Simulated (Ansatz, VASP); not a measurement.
## Two plane-wave programs on MnO2

```xyz
3
Lattice="2.7783 0.0000 0.0000 -1.3891 2.4061 0.0000 0.0000 0.0000 4.4752" Properties=species:S:1:pos:R:3 pbc="T T T"
Mn    0.0000    0.0000    2.2376
O     1.3891    0.8020    1.3144
O     0.0000    1.6040    3.1608
```

Alike in both runs: task single point; functional PBE; k mesh 12 × 12 × 6; occupations gaussian, width 0.02 eV; collinear spin; Hubbard terms Mn d U = 3.9 eV.

|  | VASP | Ansatz |
| --- | --- | --- |
| version | VASP 6.6.1 | Ansatz 0.2.0 |
| potentials or method | VASP PAW PBE potentials, release 64 (Mn_pv, O), cutoff 520 eV | scalar-relativistic, plane waves, PAW |
| valence electrons in the cell | 25 | 27 |

Ansatz gave:

| Quantity | Value |
| --- | --- |
| gap on the k mesh at the Fermi level (eV) | 2.32 |
| least direct gap on the mesh (eV) | 2.54 |
| rms of the force components (eV/Å) | 0.843 |
| net moment per atom (μB) | 1.00 |
| size of the moment on the site where the two differ most (μB) | 2.60 |

**Question.** Estimate VASP's values.

**Answer.** gap on the k mesh at the Fermi level (eV): 2.34; least direct gap on the mesh (eV): 2.55; rms of the force components (eV/Å): 0.907; net moment per atom (μB): 1.00; size of the moment on the site where the two differ most (μB): 3.02.

Site moments also hang on the region over which each program counts them. The programs project onto different local orbitals, so the same U acts differently, and such runs can settle in different states. Atom by atom the forces differ by 0.063 eV/Å (rms over components). VASP's potentials hold 25 valence electrons a cell and Ansatz's 27, so a difference there can come from the potentials and not from the codes.
